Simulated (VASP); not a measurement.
TlH (Tl(H)): single point with PBE

The system is TlH (Tl(H)), in a box.

```
Tl H
1.0
     9.00000    0.00000    0.00000
     0.00000    9.00000    0.00000
     0.00000    0.00000   10.94000
Tl H
1 1
Direct
  0.50000 0.50000 0.41133
  0.50000 0.50000 0.58893
```

```
Program             : VASP 6.6.1
Task                : single point
Functional          : PBE
Potentials or basis : VASP PAW PBE potentials, release 64 (Tl_d, H)
Cutoff              : 520 eV
k mesh              : 1 × 1 × 1
Occupations         : gaussian, width 0.01 eV
Spin                : non-collinear spin, zero start, spin-orbit coupling
Starting moments    : [[0.0, 0.0, 0.0], [0.0, 0.0, 0.0]] μB
```

```json
{
 "Largest force": "0.191 eV/Å",
 "Net moment": "0.00 μB per cell",
 "Valence electrons inside the program's atomic spheres": "Tl 11.19; H 0.50"
}
```

Forces in eV/Å, atoms in the order of the input:
```
Tl   0.000  0.000  0.191
H    0.000  0.000 -0.191
```

Moments on the atoms (μB; x, y, z):
```
Tl  0.00 0.00 0.00
H   0.00 0.00 0.00
```

It took 5.7 min on 1 thread of AMD EPYC 7R13 Processor (Zen 3), on a shared host, peak memory 2.1 GiB.
